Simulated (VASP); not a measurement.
A run of VASP 6.6.1:

INCAR

```
SYSTEM = PbSe
ALGO = Normal
EDIFF = 1E-6
ENCUT = 520
GGA = PE
ISIF = 2
ISMEAR = 0
IVDW = 12
LASPH = .True.
LCHARG = .False.
LREAL = .False.
LWAVE = .False.
NBANDS = 17
NELM = 60
PREC = Accurate
SIGMA = 0.03
```

File KPOINTS:

```
k-points
0
Gamma
  10 10 10
  0 0 0
```

Contents of POSCAR:

```
PbSe
1.0
    0.0000000000      3.0621500000      3.3071220000
    3.0621500000      0.0000000000      3.3071220000
    3.0621500000      3.0621500000      0.0000000000
Pb Se
1 1
Direct
    0.0000000000      0.0000000000      0.0000000000
    0.5000000000      0.5000000000      0.5000000000
```

Potentials or basis: VASP PAW PBE potentials, release 64 (Pb_d, Se).

Command:

```sh
$ cat potpaw_PBE.64/Pb_d/POTCAR potpaw_PBE.64/Se/POTCAR > POTCAR
$ mpirun -np 1 vasp_std > vasp.out
```

Hardware: 1 thread of Intel Xeon 8259CL (shared host).

Question: How long does it take, and how much memory?

Answer: Run time: 2.4 min on 1 thread of Intel Xeon 8259CL, with other jobs on the host, peak memory 0.28 GiB. Counts: scf iterations 12, k points 102.
